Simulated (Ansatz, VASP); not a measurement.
# PbO2 in VASP and in Ansatz

INCAR

```
PREC = Accurate
ENCUT = 600
EDIFF = 1E-6
ISMEAR = -1
SIGMA = 0.02
LREAL = False
LASPH = True
NELM = 100
ALGO = Normal
ISIF = 3
LWAVE = False
LCHARG = False
GGA = PE
IBRION = 2
NSW = 40
EDIFFG = -0.005
```

Contents of KPOINTS:

```
Automatic mesh
0
Gamma
  9 9 9
```

POSCAR

```
PbO2
1.0
    0.0000000000      2.7048413965      2.7048413965
    2.7048413965      0.0000000000      2.7048413965
    2.7048413965      2.7048413965      0.0000000000
Pb O
1 2
Direct
    0.0000000000      0.0000000000      0.0000000000
    0.2500000000      0.2500000000      0.2500000000
    0.7500000000      0.7500000000      0.7500000000
```

Input for Ansatz:

```yaml
crystal:
  lattice:
    - [0.0, 2.7048413965, 2.7048413965]
    - [2.7048413965, 0.0, 2.7048413965]
    - [2.7048413965, 2.7048413965, 0.0]
  atoms:
    - { symbol: Pb, position: [0.0, 0.0, 0.0] }
    - { symbol: O, position: [0.25, 0.25, 0.25] }
    - { symbol: O, position: [0.75, 0.75, 0.75] }
kpoints:
  mp_grid: { grid: [9, 9, 9] }
scf:
  occupations: { method: fermi_dirac, width: 0.02 }
hamiltonian:
  xc: pbe
  pseudopotentials:
    kind: all_electron
    lapw: { basis_error: 0.0005 }
    relativity: none
output:
  forces: true
  stress: true
  eigenvalues: true
relax:
  f_tol: 0.005
  max_steps: 20
  cell: {}
```

Alike in both runs: task relaxation of cell and atoms; functional PBE; k mesh 9 × 9 × 9; occupations fermi-dirac, width 0.02 eV; no spin polarisation.

|  | VASP | Ansatz |
| --- | --- | --- |
| version | VASP 6.6.1 | Ansatz 0.2.0 |
| potentials or method | VASP PAW PBE potentials, release 64 (Pb_d, O), cutoff 600 eV | all-electron LAPW, non-relativistic |

```csv
,VASP,Ansatz,Ansatz less VASP
relaxed volume (Å³/atom),13.19,12.52,-0.668
relaxed cell length with the largest relative difference (Å),3.825,3.760,-0.0657
```

Ansatz ran all-electron here, and VASP with PAW potentials.

Neither program's run includes spin-orbit coupling. Noted on VASP's run: the relaxation stopped at its first step, so nothing moved.
